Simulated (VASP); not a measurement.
Input of a VASP 6.6.1 run:

Contents of INCAR:

```
SYSTEM = C
PREC     = Accurate       ! precision mode
ENCUT    = 520            ! plane-wave cutoff, eV
EDIFF    = 1E-6           ! SCF threshold, eV
ISMEAR   = 0              ! smearing method
SIGMA    = 0.01           ! smearing width, eV
LREAL    = .FALSE.        ! projectors in reciprocal space
LASPH    = .TRUE.         ! aspherical terms in the spheres
NELM     = 100            ! most SCF steps
ALGO     = Normal         ! electronic algorithm
ISIF     = 2              ! what is computed and relaxed
LWAVE    = .FALSE.        ! write WAVECAR
LCHARG   = .FALSE.        ! write CHGCAR
GGA      = PE             ! functional
NBANDS   = 11             ! bands
```

KPOINTS

```
regular mesh
0
G
  10 10 10
  0 0 0
```

File POSCAR:

```
C
1.0
    0.0000000000      1.7677311380      1.7677311380
    1.7677311380      0.0000000000      1.7677311380
    1.7677311380      1.7677311380      0.0000000000
C
2
Direct
    0.0000000000      0.0000000000      0.0000000000
    0.2500000000      0.2500000000      0.2500000000
```

Potentials or basis: VASP PAW PBE potentials, release 64 (C).

The run is started by

```bash
$ cat potpaw_PBE.64/C/POTCAR > POTCAR
$ mpirun -np 1 vasp_std > vasp.out
```

(1) Estimate the pressure.

(2) Predict the band gap on the k mesh.

Answers

(1) 14.8 GPa.

(2) 4.23 eV, indirect (least direct gap 5.66 eV).
